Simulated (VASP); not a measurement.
Runs of VASP 6.6.1 on Be. The structure is that of space group P6/mmm (No. 191), or close to it. The cells are those of the table. 

| task | cell | k mesh | cutoff (eV) | gap on the mesh (eV) | pressure (GPa) |
| --- | --- | --- | --- | --- | --- |
| single point | a = 3.501, b = 3.501, c = 2.156 Å, angles 90.0, 90.0, 120.0°, 3 atoms | 11 × 11 × 16 | 520 | none | (a) |
| single point | a = 3.599, b = 3.599, c = 2.216 Å, angles 90.0, 90.0, 120.0°, 3 atoms | 13 × 13 × 19 | 520 | none | 0.1 |
| single point | a = 3.551, b = 3.551, c = 2.187 Å, angles 90.0, 90.0, 120.0°, 3 atoms | 11 × 11 × 16 | 520 | none | 4.9 |
| relaxation of cell and atoms | relaxed from a = 3.579, b = 3.579, c = 2.194 Å, angles 90.0, 90.0, 120.0°, 3 atoms | 10 × 10 × 14 | 600 | none | 0.0 |
| single point | a = 3.693, b = 3.693, c = 2.274 Å, angles 90.0, 90.0, 120.0°, 3 atoms | 11 × 11 × 16 | 520 | none | -7.4 |
| single point | a = 3.449, b = 3.449, c = 2.124 Å, angles 90.0, 90.0, 120.0°, 3 atoms | 11 × 11 × 16 | 520 | none | (b) |
| single point | a = 3.599, b = 3.599, c = 2.216 Å, angles 90.0, 90.0, 120.0°, 3 atoms | 11 × 11 × 16 | 520 | none | 0.1 |
| single point | a = 3.647, b = 3.647, c = 2.246 Å, angles 90.0, 90.0, 120.0°, 3 atoms | 11 × 11 × 16 | 520 | none | -4.0 |

Alike in all rows: level RPBE; potentials or basis VASP PAW PBE potentials, release 64 (Be); no spin polarisation; smearing fermi-dirac 0.1 eV.

Q: Fill in the values left out.

A: (a) 10.6; (b) 17.5.

Caveats: the PAW data sets were made with another functional, which shifts forces and pressure a little.

A gap of «none» marks levels without a gap at the run's occupations.
